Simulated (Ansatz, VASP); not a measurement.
**Al2Co in VASP and in Ansatz**

```xyz
6
Lattice="0.0000 3.4757 3.4757 3.4757 0.0000 3.4757 3.4757 3.4757 0.0000" Properties=species:S:1:pos:R:3 pbc="T T T"
Al    2.6068    2.6068    0.8689
Al    0.8689    0.8689    0.8689
Al    2.6068    0.8689    2.6068
Al    0.8689    2.6068    2.6068
Co    3.4757    3.4757    3.4757
Co    5.2135    5.2135    5.2135
```

Change from the starting cell: species swapped into the TaV2 type (Fd-3m, No. 227).

Alike in both runs: functional PBE; k mesh 10 × 10 × 10; occupations gaussian, width 0.1 eV; collinear spin.

Ansatz relaxed the structure, and its values are those at the end. VASP's run is a single point on that final structure, the one shown.

|  | VASP | Ansatz |
| --- | --- | --- |
| version | VASP 6.6.1 | Ansatz 0.2.0 |
| potentials or method | VASP PAW PBE potentials, release 64 (Al, Co), cutoff 520 eV | scalar-relativistic, plane waves, PAW |
| valence electrons in the cell | 30 | 46 |

|  | VASP | Ansatz | Ansatz less VASP |
| --- | --- | --- | --- |
| gap on the k mesh at the Fermi level (eV) | none | none | - |
| pressure (GPa) | 0.0 | 0.0 | +0.04 |
| net moment per atom (μB) | 0.06 | 0.10 | +0.040 |
| size of the moment on the site where the two differ most (μB) | 0.24 | 0.39 | +0.151 |

Site moments also hang on the region over which each program counts them. A gap of «none» marks a metal or a gap that the smearing closes. The functional is the same, so the differences come from potentials, cutoffs and numerics. VASP's potentials hold 30 valence electrons a cell and Ansatz's 46, so a difference there can come from the potentials and not from the codes.
